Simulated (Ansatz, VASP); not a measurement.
One calculation of ZnS, two programs

File INCAR:

```
SYSTEM = ZnS
ALGO = Normal
EDIFF = 1E-6
ENCUT = 520
GGA = PS
ISIF = 2
ISMEAR = 0
LASPH = .True.
LCHARG = .True.
LELF = .True.
LREAL = .False.
LVHAR = .True.
LWAVE = .False.
NBANDS = 26
NELM = 80
PREC = Accurate
SIGMA = 0.05
```

Contents of KPOINTS:

```
k-points
0
Gamma
  9 9 6
  0 0 0
```

File POSCAR:

```
ZnS
1.0
    3.7303610463      0.0000000000      0.0000000000
   -1.8651805232      3.2305874314      0.0000000000
    0.0000000000      0.0000000000      6.1248380041
Zn S
2 2
Direct
    0.3333333333      0.6666666667     -0.0066373471
    0.6666666667      0.3333333333      0.4933626529
    0.3333333333      0.6666666667      0.3795575521
    0.6666666667      0.3333333333      0.8795575521
```

Input for Ansatz:

```yaml
crystal:
  lattice:
    - [3.7303610463, 0.0, 0.0]
    - [-1.8651805232, 3.2305874314, 0.0]
    - [0.0, 0.0, 6.1248380041]
  atoms:
    - { symbol: Zn, position: [0.3333333333, 0.6666666667, -0.0066373471] }
    - { symbol: Zn, position: [0.6666666667, 0.3333333333, 0.4933626529] }
    - { symbol: S, position: [0.3333333333, 0.6666666667, 0.3795575521] }
    - { symbol: S, position: [0.6666666667, 0.3333333333, 0.8795575521] }
basis:
  ecutwfc: 520.0
kpoints:
  mp_grid: { grid: [9, 9, 6] }
hamiltonian:
  xc: pbesol
  pseudopotentials: { kind: paw }
scf:
  occupations: { method: gaussian, width: 0.05 }
output:
  forces: true
  stress: true
  eigenvalues: true
```

Alike in both runs: task single point; functional PBEsol; k mesh 9 × 9 × 6; occupations gaussian, width 0.05 eV; no spin polarisation.

|  | VASP | Ansatz |
| --- | --- | --- |
| version | VASP 6.6.1 | Ansatz 0.2.0 |
| potentials or method | VASP PAW PBE potentials, release 64 (Zn, S), cutoff 520 eV | scalar-relativistic, plane waves, PAW |
| valence electrons in the cell | 36 | 36 |

|  | VASP | Ansatz | Ansatz less VASP |
| --- | --- | --- | --- |
| gap on the k mesh at the Fermi level (eV) | 2.40 | 2.39 | -0.008 |
| least direct gap on the mesh (eV) | 2.40 | 2.39 | -0.008 |
| pressure (GPa) | 4.1 | 3.8 | -0.26 |
| traceless stress, the component that is largest in VASP (GPa) | -2.48 | -2.47 | +0.014 |
| rms of the force components (eV/Å) | 0.259 | 0.257 | -0.0017 |

VASP's potentials were made for PBE, not for PBEsol. Atom by atom the forces differ by 0.002 eV/Å (rms over components).
